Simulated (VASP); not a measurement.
# V (P6/mmm) in VASP: a series of runs

The runs below take V through single point, with PBEsol.

Everything below comes from runs of VASP 6.6.1. Logs are shortened: lines on timing, memory, paths and dates and some standing lists are left out, and cuts for length are marked.

## 1. The cell of the first run

The structure is hexagonal, space group P6/mmm (No. 191). Conventional cell: a = 4.571 Å, b = 4.571 Å, c = 2.443 Å, α = 90.00°, β = 90.00°, γ = 120.00°. V (site symmetry 6/mmm) has 14 V at 2.44 to 2.91 Å within 3.2 Å. Within 3.2 Å of V (site symmetry -6m2) lie 11 V at 2.44 to 2.91 Å.

This isn't the form of V at room conditions, which is bcc.

## 2. Single point, PBEsol (14.73 Å³/atom)

Contents of INCAR:

```
SYSTEM = V
PREC = Accurate
ENCUT = 520
EDIFF = 1E-7
ISMEAR = -1
SIGMA = 0.1
LREAL = .FALSE.
LASPH = .TRUE.
NELM = 80
ALGO = Normal
ISIF = 2
LWAVE = .FALSE.
LCHARG = .FALSE.
GGA = PS
NBANDS = 26
```

Contents of KPOINTS:

```
regular mesh
0
G
  9 9 15
  0 0 0
```

Contents of POSCAR:

```
V
1.0
    4.5711650943      0.0000000000      0.0000000000
   -2.2855825471      3.9587450966      0.0000000000
    0.0000000000      0.0000000000      2.4426362064
V
3
Direct
    0.0000000000      0.0000000000      0.0000000000
    0.3333333333      0.6666666667      0.5000000000
    0.6666666667      0.3333333333      0.5000000000
```

Potentials or basis: VASP PAW PBE potentials, release 64 (V_sv).

The run is started by

```bash
> cat potpaw_PBE.64/V_sv/POTCAR > POTCAR
> mpirun -np 1 vasp_std > vasp.out
```

OUTCAR:

```text
SYSTEM = V
   PREC = Accurate
   ENCUT = 520
   EDIFF = 1E-7
   ISMEAR = -1
   LREAL = .FALSE.
   LASPH = .TRUE.
   NELM = 80
   ISIF = 2
   GGA = PS

 ion  position               nearest neighbor table
   1  0.000  0.000  0.000-   2 2.91   3 2.91   2 2.91   3 2.91   3 2.91   3 2.91   2 2.91   2 2.91
                             3 2.91   3 2.91   2 2.91   2 2.91
   2  0.333  0.667  0.500-   3 2.64   3 2.64   3 2.64   1 2.91   1 2.91   1 2.91   1 2.91   1 2.91
                             1 2.91
   3  0.667  0.333  0.500-   2 2.64   2 2.64   2 2.64   1 2.91   1 2.91   1 2.91   1 2.91   1 2.91
                             1 2.91

  LATTYP: Found a hexagonal cell.
 ALAT       =     4.5711650943
 C/A-ratio  =     0.5343574682

  Lattice vectors:

 A1 = (   4.5711650943,   0.0000000000,   0.0000000000)
 A2 = (  -2.2855825471,   3.9587450966,   0.0000000000)
 A3 = (   0.0000000000,   0.0000000000,   2.4426362064)

Analysis of symmetry for initial positions (statically):
=====================================================================
 Subroutine PRICEL returns:
 Original cell was already a primitive cell.

 Routine SETGRP: Setting up the symmetry group for a
 hexagonal supercell.

 Subroutine GETGRP returns: Found 24 space group operations
 (whereof 24 operations were pure point group operations)
 out of a pool of 24 trial point group operations.

The static configuration has the point symmetry D_6h.

Analysis of symmetry for dynamics (positions and initial velocities):
=====================================================================
 Subroutine PRICEL returns:
 Original cell was already a primitive cell.

 Routine SETGRP: Setting up the symmetry group for a
 hexagonal supercell.

 Subroutine GETGRP returns: Found 24 space group operations
 (whereof 24 operations were pure point group operations)
 out of a pool of 24 trial point group operations.

The dynamic configuration has the point symmetry D_6h.

 Subroutine INISYM returns: Found 24 space group operations
 (whereof 24 operations are pure point group operations),
 and found     1 'primitive' translations

----------------------------------------------------------------------------------------

                                     Primitive cell

  volume of cell :      44.2021

  direct lattice vectors                    reciprocal lattice vectors
     4.571165094  0.000000000  0.000000000     0.218762609  0.126302651  0.000000000
    -2.285582547  3.958745097  0.000000000     0.000000000  0.252605302  0.000000000
     0.000000000  0.000000000  2.442636206     0.000000000  0.000000000  0.409393751

  length of vectors
     4.571165094  4.571165094  2.442636206     0.252605302  0.252605302  0.409393751

  position of ions in fractional coordinates (direct lattice)
     0.000000000  0.000000000  0.000000000
     0.333333333  0.666666667  0.500000000
     0.666666667  0.333333333  0.500000000

  ion indices of the primitive-cell ions
   primitive index   ion index
                 1           1
                 2           2
                 3           3

----------------------------------------------------------------------------------------

 KPOINTS: regular mesh

Automatic generation of k-mesh.
 Grid dimensions read from file:
 generate k-points for:    9    9   15

 Generating k-lattice:

  Cartesian coordinates                     Fractional coordinates (reciprocal lattice)
     0.024306957  0.014033628  0.000000000     0.111111111  0.000000000  0.000000000
     0.000000000  0.028067256  0.000000000     0.000000000  0.111111111  0.000000000
     0.000000000  0.000000000  0.027292917     0.000000000  0.000000000  0.066666667

  Length of vectors
     0.028067256  0.028067256  0.027292917

  Shift w.r.t. Gamma in fractional coordinates (k-lattice)
     0.000000000  0.000000000  0.000000000

 Subroutine IBZKPT returns following result:
 ===========================================

 Found     96 irreducible k-points:

 Following reciprocal coordinates:
            Coordinates               Weight
  0.000000  0.000000  0.000000      1.000000
  0.111111  0.000000  0.000000      6.000000
  0.222222  0.000000  0.000000      6.000000
  0.333333  0.000000  0.000000      6.000000
  0.444444  0.000000  0.000000      6.000000
  0.111111  0.111111  0.000000      6.000000
[... 16 lines left out ...]
  0.333333  0.222222  0.066667     24.000000
  0.333333  0.333333  0.066667      4.000000
 [... further k-points ...]
   k-points           NKPTS =     96   k-points in BZ     NKDIM =     96   number of bands    NBANDS=     26
   number of dos      NEDOS =    301   number of ions     NIONS =      3
   total plane-waves  NPLWV =  23328
   dimension x,y,z NGX =    36 NGY =   36 NGZ =   18
   dimension x,y,z NGXF=    72 NGYF=   72 NGZF=   36
   ions per type =               3
   NGX,Y,Z   is equivalent  to a cutoff of  13.09, 13.09, 12.25 a.u.
   NGXF,Y,Z  is equivalent  to a cutoff of  26.19, 26.19, 24.50 a.u.
 SYSTEM =  V
   PREC   = accura    normal or accurate (medium, high low for compatibility)
   ISTART =      0    job   : 0-new  1-cont  2-samecut
   ICHARG =      2    charge: 1-file 2-atom 10-const
   ISPIN  =      1    spin polarized calculation?
   LNONCOLLINEAR =      F non collinear calculations
   LSORBIT =      F    spin-orbit coupling
   LASPH  =      T    aspherical Exc in radial PAW
   ENCUT  =  520.0 eV  38.22 Ry    6.18 a.u.   8.50  8.50  4.54*2*pi/ulx,y,z
   NELM   =     80;   NELMIN=  2; NELMDL= -5     # of ELM steps
   EDIFF  = 0.1E-06   stopping-criterion for ELM
   LREAL  =      F    real-space projection
   EDIFFG = 0.1E-05   stopping-criterion for IOM
   NSW    =      0    number of steps for IOM
   IBRION =     -1    ionic relax: 0-MD 1-quasi-New 2-CG
   NFREE  =      0    steps in history (QN), initial steepest desc. (CG)
   ISIF   =      2    stress and relaxation
   ISYM   =      2    0-nonsym 1-usesym 2-fastsym
   POTIM  = 0.5000    time-step for ionic-motion
   TEBEG  =    0.0;   TEEND  =   0.0 temperature during run
   PSTRESS=    0.0 pullay stress
   NELECT =      39.0000    total number of electrons
   NUPDOWN=      -1.0000    fix difference up-down
   EMIN   =  10.00;   EMAX   =-10.00  energy-range for DOS
   EFERMI =   0.00;   METHOD = LEGACY
   ISMEAR =    -1;   SIGMA  =   0.10  broadening in eV -4-tet -1-fermi 0-gaus
   EFERMI_NEDOS =   21; number of points for ismear=-14 and -15
   IALGO  =     38    algorithm
   IMIX   =      4    mixing-type and parameters
     AMIX     =   0.40;   BMIX     =  1.00
     AMIX_MAG =   1.60;   BMIX_MAG =  1.00
  volume/ion in A,a.u.               =      14.73        99.43
  Fermi-wavevector in a.u.,A,eV,Ry     =   1.570177  2.967204 33.544564  2.465456
  Thomas-Fermi vector in A             =   2.671949
   LORBIT       =      0    0 simple, 1 ext, 2 COOP (PROOUT), +10 PAW based schemes
   GGA     = PS    functional components
   LHFCALC =     F    Hartree Fock is set to
   AEXX    =    0.0000 exact exchange contribution
   IVDW    =     0    specifies the selected vdW correction
   LEPSILON=     F    determine dielectric tensor
   LRPA    =     F    only Hartree local field effects (RPA)
 non-spin polarized calculation
  energy-cutoff  :      520.00
  volume of cell :       44.20
 maximum number of plane-waves:      1221
 NGX is ok and might be reduce to    36
   NGX = 17   NGY = 17   NGZ =  9

 number of electron      39.0000004 magnetization

 Free energy of the ion-electron system (eV)
  ---------------------------------------------------
  ext. energy  EPLUGINS =         0.00000000
  ---------------------------------------------------
  free energy    TOTEN  =       -28.27761824 eV

  energy without entropy =      -28.14027389  energy(sigma->0) =      -28.20894606

 E-fermi :   8.6826     XC(G=0): -12.5533

 val. band max:        8.6780886052   @ k =   0.3333   0.1111   0.3333
 cond. band min:       8.6832497904   @ k =   0.3333   0.0000   0.0000
 fundamental gap:      0.0051611852
 Fermi energy:         8.6826204714

 k-point     1 :       0.0000    0.0000    0.0000
  band No.  band energies     occupation
      1     -55.1170      2.00000
      2     -55.0204      2.00000
      3     -54.9702      2.00000
      4     -29.1648      2.00000
      5     -29.1648      2.00000
      6     -29.0937      2.00000
[... 18 lines left out ...]
     25      10.8278      0.00000
     26      10.8278      0.00000

 k-point     2 :       0.1111    0.0000    0.0000
  band No.  band energies     occupation
      1     -55.1129      2.00000
      2     -55.0217      2.00000
      3     -54.9731      2.00000
      4     -29.2015      2.00000
      5     -29.1895      2.00000
      6     -29.0527      2.00000
[... 18 lines left out ...]
     25      11.0241      0.00000
     26      11.0444      0.00000

 k-point     3 :       0.2222    0.0000    0.0000
  band No.  band energies     occupation
      1     -55.1012      2.00000
      2     -55.0254      2.00000
      3     -54.9812      2.00000
      4     -29.2506      2.00000
      5     -29.2009      2.00000
      6     -28.9908      2.00000
[... 18 lines left out ...]
     25      11.2257      0.00000
     26      11.2841      0.00000

 k-point     4 :       0.3333    0.0000    0.0000
  band No.  band energies     occupation
      1     -55.0842      2.00000
      2     -55.0315      2.00000
      3     -54.9923      2.00000
      4     -29.2877      2.00000
      5     -29.1739      2.00000
      6     -28.9393      2.00000
[... 18 lines left out ...]
     25      11.3721      0.00000
     26      11.4155      0.00000
[... 496 lines left out ...]
      1     -55.0686      2.00000
      2     -55.0256      2.00000
      3     -54.9934      2.00000
      4     -29.2413      2.00000
      5     -29.2013      2.00000
      6     -28.9754      2.00000
[... 18 lines left out ...]
     25      11.0231      0.00000
     26      11.4278      0.00000

 k-point    23 :       0.3333    0.2222    0.0667
  band No.  band energies     occupation
      1     -55.0559      2.00000
      2     -55.0272      2.00000
      3     -55.0045      2.00000
      4     -29.2417      2.00000
      5     -29.1533      2.00000
      6     -29.0620      2.00000
[... 18 lines left out ...]
     25      10.7688      0.00000
     26      11.1488      0.00000

 k-point    24 :       0.3333    0.3333    0.0667
  band No.  band energies     occupation
      1     -55.0523      2.00000
      2     -55.0177      2.00000
      3     -55.0177      2.00000
      4     -29.2069      2.00000
      5     -29.1342      2.00000
      6     -29.1342      2.00000
[... 18 lines left out ...]
     25      10.8577      0.00000
     26      10.8577      0.00000

 [... further k-points ...]

------------------------ aborting loop because EDIFF is reached ----------------------------------------

  FORCE on cell =-STRESS in cart. coord.  units (eV):
  Direction    XX          YY          ZZ          XY          YZ          ZX
  --------------------------------------------------------------------------------------
  -------------------------------------------------------------------------------------
  Total       -4.6952598     -4.6952598     -4.7975958     -0.0000000     -0.0000000      0.0000000
  in kB     -170.1872324   -170.1872324   -173.8965663     -0.0000000     -0.0000000      0.0000000
  external PRESSURE =    -171.4236770 kB  Pullay stress =       0.0000000 kB

 VOLUME and BASIS-vectors are now :
 -----------------------------------------------------------------------------
  energy-cutoff  :      520.00
  volume of cell :       44.20
      direct lattice vectors                 reciprocal lattice vectors
     4.571165094  0.000000000  0.000000000     0.218762609  0.126302651  0.000000000
    -2.285582547  3.958745097  0.000000000     0.000000000  0.252605302  0.000000000
     0.000000000  0.000000000  2.442636206     0.000000000  0.000000000  0.409393751

 POSITION                                       TOTAL-FORCE (eV/Angst)
 -----------------------------------------------------------------------------------
      0.00000      0.00000      0.00000         0.000000      0.000000      0.000000
     -0.00000      2.63916      1.22132        -0.000000      0.000000     -0.000000
      2.28558      1.31958      1.22132         0.000000     -0.000000      0.000000
 -----------------------------------------------------------------------------------
    total drift:                                0.000000      0.000000     -0.000000

  FREE ENERGIE OF THE ION-ELECTRON SYSTEM (eV)
  ---------------------------------------------------
  free  energy   TOTEN  =       -28.2776182351 eV

  energy  without entropy=      -28.1402738857  energy(sigma->0) =      -28.20894606
```

It took 2.4 min on 1 thread of Intel Xeon 8259CL, shared host; peak memory 0.21 GiB.

What came out:

```
Free energy            : -28.2776 eV
Pressure               : -17.1 GPa
Band gap on the k mesh : zero (an odd number of electrons rules out a gap without spin polarisation)
```

Caveat: the cell stands under tension; the PAW data sets were made with another functional, which shifts forces and pressure a little.

(Part 1 of 2 ends here.)
